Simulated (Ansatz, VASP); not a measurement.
**ZrS: VASP beside Ansatz**

```xyz
2
Lattice="0.0000 2.6250 2.6250 2.6250 0.0000 2.6250 2.6250 2.6250 0.0000" Properties=species:S:1:pos:R:3 pbc="T T T"
Zr    0.0000    0.0000    0.0000
S     2.6250    2.6250    2.6250
```

Alike in both runs: task relaxation of cell and atoms; functional LDA; k mesh 14 × 14 × 14; occupations gaussian, width 0.1 eV; no spin polarisation.

```csv
,VASP,Ansatz
version,VASP 6.6.1,Ansatz 0.2.0
potentials or method,"VASP PAW LDA potentials, release 64 (Zr_sv, S), cutoff 600 eV","scalar-relativistic, plane waves, PAW"
valence electrons in the cell,18,18
```

Ansatz gave:

* gap on the k mesh at the Fermi level, each at its own relaxed structure (eV): none
* relaxed volume (Å³/atom): 16.91
* relaxed cell length with the largest relative difference (Å): 3.630

Q: Which values does VASP return?

A: gap on the k mesh at the Fermi level, each at its own relaxed structure (eV): none; relaxed volume (Å³/atom): 16.94; relaxed cell length with the largest relative difference (Å): 3.632.

LDA's correlation is that of Perdew and Zunger in VASP and of Perdew and Wang (1992) in Ansatz. A gap of «none» marks a metal or a gap that the smearing closes.

Noted on VASP's run: too few bands were computed for a metal, which touches its energy and stress.
